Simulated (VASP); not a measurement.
Set up this calculation in VASP 6.6.1, as the native input.

| Property | Result |
| --- | --- |
| Task | relaxation of cell and atoms |
| Functional | r2SCAN |
| Potentials or basis | VASP PAW PBE potentials, release 64 (K_sv, Ta_pv, O) |
| Cutoff | 600 eV |
| k mesh | 8 × 8 × 8 |
| Occupations | gaussian, width 0.02 eV |
| Spin | no spin polarisation |
| Dipole correction | no |
| Further INCAR settings | ALGO = Normal; EDIFF = 1e-06; IBRION = 2; EDIFFG = -0.005; NSW = 70; ISIF = 3 |

KTaO3:

```
K Ta O
1.0
     4.02438    0.00000    0.00000
     0.00000    4.02438    0.00000
     0.00000    0.00000    4.02438
K Ta O
1 1 3
Direct
  0.50000 0.50000 0.50000
  0.00000 0.00000 0.00000
  0.50000 0.00000 0.00000
  0.00000 0.50000 0.00000
  0.00000 0.00000 0.50000
```

One way to write it, as run:

POSCAR

```
KTaO3
1.0
    4.0243806737      0.0000000000      0.0000000000
    0.0000000000      4.0243806737      0.0000000000
    0.0000000000      0.0000000000      4.0243806737
K Ta O
1 1 3
Direct
    0.5000000000      0.5000000000      0.5000000000
    0.0000000000      0.0000000000      0.0000000000
    0.5000000000      0.0000000000      0.0000000000
    0.0000000000      0.5000000000      0.0000000000
    0.0000000000      0.0000000000      0.5000000000
```

INCAR.step1

```
ALGO = Normal ; EDIFF = 1E-4
ENCUT = 600 ; GGA = PE
ISMEAR = 0 ; LASPH = T
LCHARG = F ; LREAL = F
LWAVE = T ; NELM = 100
PREC = Accurate ; SIGMA = 0.02
```

INCAR.step2

```
ALGO = Normal ; EDIFF = 1E-6
EDIFFG = -0.005 ; ENCUT = 600
IBRION = 2 ; ISIF = 3
ISMEAR = 0 ; ISTART = 1
LASPH = T ; LCHARG = F
LMIXTAU = T ; LREAL = F
LWAVE = F ; METAGGA = R2SCAN
NELM = 100 ; NSW = 70
PREC = Accurate ; SIGMA = 0.02
```

KPOINTS

```
k-points
0
Gamma
  8 8 8
```

Potentials or basis: VASP PAW PBE potentials, release 64 (K_sv, Ta_pv, O).

Run with:

```sh
$ cat potpaw_PBE.64/K_sv/POTCAR potpaw_PBE.64/Ta_pv/POTCAR potpaw_PBE.64/O/POTCAR > POTCAR
$ cp INCAR.step1 INCAR
$ mpirun -np 1 vasp_std > vasp.out
$ cp INCAR.step2 INCAR
$ mpirun -np 1 vasp_std > vasp.out
```

Results of the run:

| Item | Value |
| --- | --- |
| Relaxed volume | 12.75 Å³/atom |
| Relaxed cell | a = 3.995 Å, b = 3.995 Å, c = 3.995 Å, α = 90.00°, β = 90.00°, γ = 90.00° |
| Space group after relaxing (to 0.05 Å) | Pm-3m (No. 221) |
| Energy gained by relaxing | 4.1 meV/atom |
| Ionic steps | 3 |
| Pressure after relaxing | 0.0 GPa |
| Band gap on the k mesh | 2.59 eV, indirect (least direct gap 3.24 eV) |

Caveat: the PAW data sets were made with another functional, which shifts forces and pressure a little; spin-orbit coupling is left out, which moves the levels of the heavy elements.

It took 3.1 min on 1 thread of Intel(R) Xeon(R) 6975P-C (Granite Rapids) (shared host), peak memory 0.23 GiB.
